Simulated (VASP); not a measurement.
Set up this calculation in VASP 6.6.1, as the native input.

```yaml
Task: single point
Functional: LDA
Potentials_or_basis: VASP PAW LDA potentials, release 64 (Ti_sv, O)
Cutoff: 520 eV
k_mesh: 8 × 8 × 10
Occupations: gaussian, width 0.05 eV
Spin: no spin polarisation
Dipole_correction: no
Further_INCAR_settings: ALGO = Normal; EDIFF = 1e-06; NBANDS = 33
```

The structure of TiO2 lies in POSCAR:

```
TiO2
1.0
    4.1788723477      0.0000000000      0.0000000000
    0.0000000000      4.1788723477      0.0000000000
    0.0000000000      0.0000000000      2.9043162817
Ti O
2 4
Direct
    0.0000000000      0.0000000000      0.0000000000
    0.5000000000      0.5000000000      0.5000000000
    0.3039457556      0.3039457556      0.0000000000
    0.1960542444      0.8039457556      0.5000000000
    0.6960542444      0.6960542444      0.0000000000
    0.8039457556      0.1960542444      0.5000000000
```

One way to write it, as run:

INCAR

```
PREC = Accurate
ENCUT = 520
EDIFF = 1E-6
ISMEAR = 0
SIGMA = 0.05
LREAL = False
LASPH = True
NELM = 80
ALGO = Normal
ISIF = 2
LWAVE = False
LCHARG = True
GGA = CA
LELF = True
LVHAR = True
NBANDS = 33
```

KPOINTS

```
regular mesh
0
Gamma
  8 8 10
```

Potentials or basis: VASP PAW LDA potentials, release 64 (Ti_sv, O).

The run is started by

```sh
$ cat potpaw_LDA.64/Ti_sv/POTCAR potpaw_LDA.64/O/POTCAR > POTCAR
$ mpirun -np 1 vasp_std > vasp.out
```

It gave:

| Item | Value |
| --- | --- |
| Pressure | 63.0 GPa |
| Largest force | 0.076 eV/Å |
| Band gap on the k mesh | 2.21 eV |

Caveat: the cell stands under pressure.

Run time: 90 s on 1 thread of AMD EPYC 9R45 96-Core Processor (Zen 5) (shared host), peak memory 0.2 GiB.
